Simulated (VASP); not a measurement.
TiAl: single point with PBEsol

TiAl:

```
Ti Al
1.0
     2.79464    0.00000    0.00000
     0.00000    2.79464    0.00000
     0.24247    0.00000    4.04114
Ti Al
1 1
Direct
  0.50000 0.50000 0.50000
  0.00000 0.00000 0.00000
```

This cell differs from its parent crystal: shear of c along a, cell held: +6.0 %.

```json
{
 "Program": "VASP 6.6.1",
 "Task": "single point",
 "Functional": "PBEsol",
 "Potentials or basis": "VASP PAW PBE potentials, release 64 (Ti_sv, Al)",
 "Cutoff": "520 eV",
 "k mesh": "18 × 18 × 14",
 "Occupations": "gaussian, width 0.1 eV",
 "Spin": "no spin polarisation",
 "Dipole correction": "no",
 "Further INCAR settings": "ALGO = Fast; EDIFF = 1e-07; NBANDS = 14"
}
```

```json
{"Pressure": "0.4 GPa", "Band gap on the k mesh": "zero (an odd number of electrons rules out a gap without spin polarisation)"}
```

Stress tensor (GPa, compression positive):
```
-0.11  0.00 -7.12
 0.00  0.41  0.00
-7.12  0.00  0.87
```

Levels at points of the mesh, in eV from the Fermi level:
```
           k point  band 5  band 6  band 7  band 8  band 9  band 10  band 11  band 12
(0.00, 0.00, 0.00)   -9.15   -1.94   -0.87   -0.35    2.21     2.23     3.41     6.35
(0.50, 0.00, 0.00)   -4.60   -4.52   -1.78   -0.26    1.78     2.60     4.57     4.61
(0.00, 0.50, 0.00)   -4.61   -4.54   -1.78   -0.26    1.79     2.60     4.81     5.16
(0.50, 0.50, 0.00)   -3.25   -0.50   -0.41   -0.41   -0.28    -0.18     4.41     5.25
(0.00, 0.00, 0.50)   -7.64   -5.33   -0.71    0.58    1.87     1.92     3.42     8.00
(0.50, 0.00, 0.50)   -4.98   -3.01   -1.22   -1.03    1.33     1.83     2.38     4.00
(0.00, 0.50, 0.50)   -4.98   -2.98   -1.21   -1.10    1.35     1.82     2.41     3.94
(0.50, 0.50, 0.50)   -2.63   -2.31   -2.28    1.90    2.14     2.65     4.38     4.39
```

It took 34 min on 1 thread of AMD EPYC 7R43 64-Core Processor (Zen 3) (shared host), peak memory 0.6 GiB.

Caveat: the cell differs from its parent crystal (shear of c along a, cell held: +6.0 %); the PAW data sets were made with another functional, which shifts forces and pressure a little.
